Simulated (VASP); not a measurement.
# Ge (I4_1/amd) in VASP: further runs

Ge is run at these levels: PBEsol; tasks: single point.

All numbers are computed with VASP 6.6.1; they aren't measurements. Logs are shortened: lines on timing, memory, paths and dates and some standing lists are left out, and cuts for length are marked.

## (1) The cell of the first run

Symmetry: I4_1/amd, No. 141, tetragonal system. Conventional cell: a = 4.000 Å, b = 4.000 Å, c = 5.488 Å, α = 90.00°, β = 90.00°, γ = 90.00°. Ge (site symmetry -4m2) has 4 Ge at 2.43 Å within 3.2 Å.

## (2) Single point, PBEsol (strain -0.0300 x Voigt [0, 1, 0, 0, 0, 0])

INCAR

```
PREC = Accurate
ENCUT = 520
EDIFF = 1E-6
ISMEAR = 0
SIGMA = 0.15
LREAL = False
LASPH = True
NELM = 60
ALGO = Normal
ISIF = 2
LWAVE = False
LCHARG = False
GGA = PS
NBANDS = 21
```

KPOINTS

```
Automatic mesh
0
Gamma
  14 14 14
```

POSCAR

```
Ge
1.0
    0.0000000000      2.7439069000      2.8287700000
    2.8287700000      0.0000000000      2.8287700000
    2.8287700000      2.7439069000      0.0000000000
Ge
2
Direct
    0.5000000000      0.5000000000      0.5000000000
    0.7500000000      0.7500000000      0.7500000000
```

Potentials or basis: VASP PAW PBE potentials, release 64 (Ge_d).

Launch:

```bash
$ cat potpaw_PBE.64/Ge_d/POTCAR > POTCAR
$ mpirun -np 1 vasp_std > vasp.out
```

OUTCAR:

```text
PREC = Accurate
   ENCUT = 520
   EDIFF = 1E-6
   ISMEAR = 0
   LREAL = False
   LASPH = True
   NELM = 60
   ISIF = 2
   GGA = PS

 ion  position               nearest neighbor table
   1  0.500  0.500  0.500-   2 2.43   2 2.43   2 2.43   2 2.43
   2  0.750  0.750  0.750-   1 2.43   1 2.43   1 2.43   1 2.43

  LATTYP: Found a body centered tetragonal cell.
 ALAT       =     4.0004848988
 C/A-ratio  =     1.3717871555

  Lattice vectors:

 A1 = (   0.0000000000,  -2.7439069000,   2.8287700000)
 A2 = (   0.0000000000,  -2.7439069000,  -2.8287700000)
 A3 = (   2.8287700000,   2.7439069000,   0.0000000000)

Analysis of symmetry for initial positions (statically):
=====================================================================
 Subroutine PRICEL returns:
 Original cell was already a primitive cell.

 Routine SETGRP: Setting up the symmetry group for a
 body centered tetragonal supercell.

 Subroutine GETGRP returns: Found 16 space group operations
 (whereof  8 operations were pure point group operations)
 out of a pool of 16 trial point group operations.

The static configuration has the point symmetry D_2d.
 The point group associated with its full space group is D_4h.

Analysis of symmetry for dynamics (positions and initial velocities):
=====================================================================
 Subroutine PRICEL returns:
 Original cell was already a primitive cell.

 Routine SETGRP: Setting up the symmetry group for a
 body centered tetragonal supercell.

 Subroutine GETGRP returns: Found 16 space group operations
 (whereof  8 operations were pure point group operations)
 out of a pool of 16 trial point group operations.

The dynamic configuration has the point symmetry D_2d.
 The point group associated with its full space group is D_4h.

 Subroutine INISYM returns: Found 16 space group operations
 (whereof  8 operations are pure point group operations),
 and found     1 'primitive' translations

----------------------------------------------------------------------------------------

                                     Primitive cell

  volume of cell :      43.9132

  direct lattice vectors                    reciprocal lattice vectors
     0.000000000  2.743906900  2.828770000    -0.176755268  0.182221926  0.176755268
     2.828770000  0.000000000  2.828770000     0.176755268 -0.182221926  0.176755268
     2.828770000  2.743906900  0.000000000     0.176755268  0.182221926 -0.176755268

  length of vectors
     3.940934507  4.000484899  3.940934507     0.309337486  0.309337486  0.309337486

  position of ions in fractional coordinates (direct lattice)
     0.500000000  0.500000000  0.500000000
     0.750000000  0.750000000  0.750000000

  ion indices of the primitive-cell ions
   primitive index   ion index
                 1           1
                 2           2

----------------------------------------------------------------------------------------

 KPOINTS: Automatic mesh

Automatic generation of k-mesh.
 Grid dimensions read from file:
 generate k-points for:   14   14   14

 Generating k-lattice:

  Cartesian coordinates                     Fractional coordinates (reciprocal lattice)
    -0.012625376  0.013015852  0.012625376     0.071428571  0.000000000  0.000000000
     0.012625376 -0.013015852  0.012625376     0.000000000  0.071428571  0.000000000
     0.012625376  0.013015852 -0.012625376     0.000000000  0.000000000  0.071428571

  Length of vectors
     0.022095535  0.022095535  0.022095535

  Shift w.r.t. Gamma in fractional coordinates (k-lattice)
     0.000000000  0.000000000  0.000000000

 Subroutine IBZKPT returns following result:
 ===========================================

 Found    244 irreducible k-points:

 Following reciprocal coordinates:
            Coordinates               Weight
  0.000000  0.000000  0.000000      1.000000
  0.071429  0.000000  0.000000      8.000000
  0.142857  0.000000  0.000000      8.000000
  0.214286  0.000000  0.000000      8.000000
  0.285714  0.000000  0.000000      8.000000
  0.357143  0.000000  0.000000      8.000000
[... 16 lines left out ...]
  0.214286  0.142857  0.000000     16.000000
  0.285714  0.142857  0.000000     16.000000
 [... further k-points ...]
   k-points           NKPTS =    244   k-points in BZ     NKDIM =    244   number of bands    NBANDS=     21
   number of dos      NEDOS =    301   number of ions     NIONS =      2
   total plane-waves  NPLWV =  27000
   dimension x,y,z NGX =    30 NGY =   30 NGZ =   30
   dimension x,y,z NGXF=    60 NGYF=   60 NGZF=   60
   ions per type =               2
   NGX,Y,Z   is equivalent  to a cutoff of  12.66, 12.47, 12.66 a.u.
   NGXF,Y,Z  is equivalent  to a cutoff of  25.31, 24.93, 25.31 a.u.
 SYSTEM =  unknown system
   PREC   = accura    normal or accurate (medium, high low for compatibility)
   ISTART =      0    job   : 0-new  1-cont  2-samecut
   ICHARG =      2    charge: 1-file 2-atom 10-const
   ISPIN  =      1    spin polarized calculation?
   LNONCOLLINEAR =      F non collinear calculations
   LSORBIT =      F    spin-orbit coupling
   LASPH  =      T    aspherical Exc in radial PAW
   ENCUT  =  520.0 eV  38.22 Ry    6.18 a.u.   7.33  7.44  7.33*2*pi/ulx,y,z
   NELM   =     60;   NELMIN=  2; NELMDL= -5     # of ELM steps
   EDIFF  = 0.1E-05   stopping-criterion for ELM
   LREAL  =      F    real-space projection
   EDIFFG = 0.1E-04   stopping-criterion for IOM
   NSW    =      0    number of steps for IOM
   IBRION =     -1    ionic relax: 0-MD 1-quasi-New 2-CG
   NFREE  =      0    steps in history (QN), initial steepest desc. (CG)
   ISIF   =      2    stress and relaxation
   ISYM   =      2    0-nonsym 1-usesym 2-fastsym
   POTIM  = 0.5000    time-step for ionic-motion
   TEBEG  =    0.0;   TEEND  =   0.0 temperature during run
   PSTRESS=    0.0 pullay stress
   NELECT =      28.0000    total number of electrons
   NUPDOWN=      -1.0000    fix difference up-down
   EMIN   =  10.00;   EMAX   =-10.00  energy-range for DOS
   EFERMI =   0.00;   METHOD = LEGACY
   ISMEAR =     0;   SIGMA  =   0.15  broadening in eV -4-tet -1-fermi 0-gaus
   EFERMI_NEDOS =   21; number of points for ismear=-14 and -15
   IALGO  =     38    algorithm
   IMIX   =      4    mixing-type and parameters
     AMIX     =   0.40;   BMIX     =  1.00
     AMIX_MAG =   1.60;   BMIX_MAG =  1.00
  volume/ion in A,a.u.               =      21.96       148.17
  Fermi-wavevector in a.u.,A,eV,Ry     =   1.409059  2.662736 27.013664  1.985448
  Thomas-Fermi vector in A             =   2.531154
   LORBIT       =      0    0 simple, 1 ext, 2 COOP (PROOUT), +10 PAW based schemes
   GGA     = PS    functional components
   LHFCALC =     F    Hartree Fock is set to
   AEXX    =    0.0000 exact exchange contribution
   IVDW    =     0    specifies the selected vdW correction
   LEPSILON=     F    determine dielectric tensor
   LRPA    =     F    only Hartree local field effects (RPA)
 non-spin polarized calculation
 Gauss-broadening in eV      SIGMA  =   0.15
  energy-cutoff  :      520.00
  volume of cell :       43.91
 maximum number of plane-waves:      1219
 NGX is ok and might be reduce to    30
   NGX = 15   NGY = 15   NGZ = 15

 number of electron      28.0000014 magnetization

 Free energy of the ion-electron system (eV)
  ---------------------------------------------------
  ext. energy  EPLUGINS =         0.00000000
  ---------------------------------------------------
  free energy    TOTEN  =        -9.85313486 eV

  energy without entropy =       -9.85270223  energy(sigma->0) =       -9.85291855

 E-fermi :   5.2665     XC(G=0): -10.2760

 val. band max:        5.1142454070   @ k =   0.0714   0.0000   0.0000
 cond. band min:       5.3192022806   @ k =   0.0000   0.0000   0.0000
 fundamental gap:      0.2049568736
 Fermi energy:         5.2665086098

 k-point     1 :       0.0000    0.0000    0.0000
  band No.  band energies     occupation
      1     -19.6508      2.00000
      2     -19.6421      2.00000
      3     -19.6421      2.00000
      4     -19.6079      2.00000
      5     -19.6040      2.00000
      6     -19.3818      2.00000
[... 13 lines left out ...]
     20      14.4180      0.00000
     21      15.0019      0.00000

 k-point     2 :       0.0714    0.0000    0.0000
  band No.  band energies     occupation
      1     -19.6529      2.00000
      2     -19.6459      2.00000
      3     -19.6428      2.00000
      4     -19.6027      2.00000
      5     -19.5993      2.00000
      6     -19.3858      2.00000
[... 13 lines left out ...]
     20      13.9553      0.00000
     21      14.4080      0.00000

 k-point     3 :       0.1429    0.0000    0.0000
  band No.  band energies     occupation
      1     -19.6590      2.00000
      2     -19.6528      2.00000
      3     -19.6414      2.00000
      4     -19.5919      2.00000
      5     -19.5891      2.00000
      6     -19.3949      2.00000
[... 13 lines left out ...]
     20      13.4400      0.00000
     21      13.7946      0.00000

 k-point     4 :       0.2143    0.0000    0.0000
  band No.  band energies     occupation
      1     -19.6656      2.00000
      2     -19.6589      2.00000
      3     -19.6381      2.00000
      4     -19.5805      2.00000
      5     -19.5783      2.00000
      6     -19.4040      2.00000
[... 13 lines left out ...]
     20      13.3084      0.00000
     21      13.6062      0.00000

 k-point     5 :       0.2857    0.0000    0.0000
  band No.  band energies     occupation
      1     -19.6707      2.00000
      2     -19.6631      2.00000
      3     -19.6341      2.00000
      4     -19.5711      2.00000
      5     -19.5694      2.00000
      6     -19.4112      2.00000
[... 13 lines left out ...]
     20      13.6883      0.00000
     21      13.7856      0.00000

 k-point     6 :       0.3571    0.0000    0.0000
  band No.  band energies     occupation
      1     -19.6739      2.00000
      2     -19.6653      2.00000
      3     -19.6304      2.00000
      4     -19.5649      2.00000
      5     -19.5635      2.00000
      6     -19.4158      2.00000
[... 13 lines left out ...]
     20      14.4669      0.00000
     21      14.5372      0.00000

 k-point     7 :       0.4286    0.0000    0.0000
  band No.  band energies     occupation
      1     -19.6756      2.00000
      2     -19.6663      2.00000
      3     -19.6277      2.00000
      4     -19.5616      2.00000
      5     -19.5604      2.00000
      6     -19.4181      2.00000
[... 13 lines left out ...]
     20      15.5292      0.00000
     21      15.6988      0.00000
[... 291 lines left out ...]
      1     -19.6644      2.00000
      2     -19.6531      2.00000
      3     -19.6403      2.00000
      4     -19.5898      2.00000
      5     -19.5787      2.00000
      6     -19.4072      2.00000
[... 13 lines left out ...]
     20      13.1942      0.00000
     21      13.8974      0.00000

 k-point    21 :      -0.0714    0.0714   -0.0000
  band No.  band energies     occupation
      1     -19.6574      2.00000
      2     -19.6464      2.00000
      3     -19.6444      2.00000
      4     -19.5987      2.00000
      5     -19.5908      2.00000
      6     -19.3963      2.00000
[... 13 lines left out ...]
     20      13.4405      0.00000
     21      14.1846      0.00000

 k-point    22 :       0.1429    0.1429    0.0000
  band No.  band energies     occupation
      1     -19.6587      2.00000
      2     -19.6542      2.00000
      3     -19.6505      2.00000
      4     -19.5928      2.00000
      5     -19.5719      2.00000
      6     -19.4256      2.00000
[... 13 lines left out ...]
     20      13.0237      0.00000
     21      15.1625      0.00000

 k-point    23 :       0.2143    0.1429    0.0000
  band No.  band energies     occupation
      1     -19.6658      2.00000
      2     -19.6579      2.00000
      3     -19.6489      2.00000
      4     -19.5845      2.00000
      5     -19.5584      2.00000
      6     -19.4400      2.00000
[... 13 lines left out ...]
     20      13.8166      0.00000
     21      15.0291      0.00000

 k-point    24 :       0.2857    0.1429    0.0000
  band No.  band energies     occupation
      1     -19.6739      2.00000
      2     -19.6636      2.00000
      3     -19.6410      2.00000
      4     -19.5745      2.00000
      5     -19.5465      2.00000
      6     -19.4509      2.00000
[... 13 lines left out ...]
     20      14.4387      0.00000
     21      15.0731      0.00000

 [... further k-points ...]
[... 5 lines left out ...]
  --------------------------------------------------------------------------------------
  -------------------------------------------------------------------------------------
  Total        0.5967201      1.1708590      0.5967201      0.0000000      0.0000000      0.0000000
  in kB       21.7714132     42.7189456     21.7714132      0.0000000      0.0000000      0.0000000
  external PRESSURE =      28.7539240 kB  Pullay stress =       0.0000000 kB

 VOLUME and BASIS-vectors are now :
 -----------------------------------------------------------------------------
  energy-cutoff  :      520.00
  volume of cell :       43.91
      direct lattice vectors                 reciprocal lattice vectors
     0.000000000  2.743906900  2.828770000    -0.176755268  0.182221926  0.176755268
     2.828770000  0.000000000  2.828770000     0.176755268 -0.182221926  0.176755268
     2.828770000  2.743906900  0.000000000     0.176755268  0.182221926 -0.176755268

 POSITION                                       TOTAL-FORCE (eV/Angst)
 -----------------------------------------------------------------------------------
      2.82877      2.74391      2.82877        -0.000000     -0.000000     -0.000000
      4.24315      4.11586      4.24315         0.000000      0.000000      0.000000
 -----------------------------------------------------------------------------------
    total drift:                                0.000000     -0.000000     -0.000000

  FREE ENERGIE OF THE ION-ELECTRON SYSTEM (eV)
  ---------------------------------------------------
  free  energy   TOTEN  =        -9.8531348617 eV

  energy  without entropy=       -9.8527022341  energy(sigma->0) =       -9.85291855
```

Wall time 78 s (1 thread of Intel Xeon 6975P-C (Granite Rapids), shared host); peak memory 0.3 GiB.

What came out:

- Free energy: -9.8531 eV
- Pressure: 2.9 GPa

Stress tensor (GPa, compression positive):
```
2.18 0.00 0.00
0.00 4.27 0.00
0.00 0.00 2.18
```

Levels at points of the mesh, in eV from the Fermi level:
```tsv
k point	band 12	band 13	band 14	band 15	band 16	band 17
(0.00, 0.00, 0.00)	-0.18	-0.18	0.05	0.16	2.35	2.50
(0.50, 0.00, 0.00)	-7.88	-1.70	-1.42	0.10	3.52	3.75
(0.50, 0.50, 0.00)	-9.17	-3.22	-3.22	0.61	0.61	9.58
(0.50, 0.00, 0.50)	-9.02	-3.44	-3.44	0.36	0.36	9.66
```

Caveat: the cell differs from its parent crystal (strain -0.0300 x Voigt [0, 1, 0, 0, 0, 0]); the PAW data sets were made with another functional, which shifts forces and pressure a little.

## (3) Single point, PBEsol (strain -0.0200 x Voigt [0, 1, 0, 0, 0, 0])

INCAR

```
SYSTEM = Ge
  PREC = Accurate
  ENCUT = 520
  EDIFF = 1E-6
  ISMEAR = 0
  SIGMA = 0.15
  LREAL = .False.
  LASPH = .True.
  NELM = 100
  ALGO = Normal
  ISIF = 2
  LWAVE = .False.
  LCHARG = .True.
  GGA = PS
  LELF = .True.
  LVHAR = .True.
  NBANDS = 21
```

KPOINTS

```
Automatic mesh
0
Gamma
  14 14 14
  0 0 0
```

POSCAR

```
Ge
1.0
    0.0000000000      2.7721946000      2.8287700000
    2.8287700000      0.0000000000      2.8287700000
    2.8287700000      2.7721946000      0.0000000000
Ge
2
Direct
    0.5000000000      0.5000000000      0.5000000000
    0.7500000000      0.7500000000      0.7500000000
```

Potentials or basis: VASP PAW PBE potentials, release 64 (Ge_d).

Launch:

```bash
$ cat potpaw_PBE.64/Ge_d/POTCAR > POTCAR
$ mpirun -np 1 vasp_std > vasp.out
```

It took 83 s on 1 thread of Intel Xeon 6975P-C (Granite Rapids), shared host; peak memory 0.3 GiB.

Results (log left out):

```yaml
Free_energy: -9.8636 eV
Pressure: 2.1 GPa
```

Stress tensor (GPa, compression positive):
```
1.60 0.00 0.00
0.00 3.01 0.00
0.00 0.00 1.60
```

Levels at points of the mesh, in eV from the Fermi level:
| k point | band 11 | band 12 | band 13 | band 14 | band 15 | band 16 | band 17 | band 18 |
| --- | --- | --- | --- | --- | --- | --- | --- | --- |
| (0.00, 0.00, 0.00) | -13.04 | -0.14 | -0.14 | 0.02 | 0.09 | 2.39 | 2.49 | 2.49 |
| (0.50, 0.00, 0.00) | -10.89 | -7.81 | -1.61 | -1.43 | 0.09 | 3.57 | 3.71 | 6.90 |
| (0.50, 0.50, 0.00) | -9.10 | -9.10 | -3.19 | -3.19 | 0.61 | 0.61 | 9.55 | 9.55 |
| (0.50, 0.00, 0.50) | -9.00 | -9.00 | -3.34 | -3.34 | 0.45 | 0.45 | 9.59 | 9.59 |

Caveat: the cell differs from its parent crystal (strain -0.0200 x Voigt [0, 1, 0, 0, 0, 0]); the PAW data sets were made with another functional, which shifts forces and pressure a little.
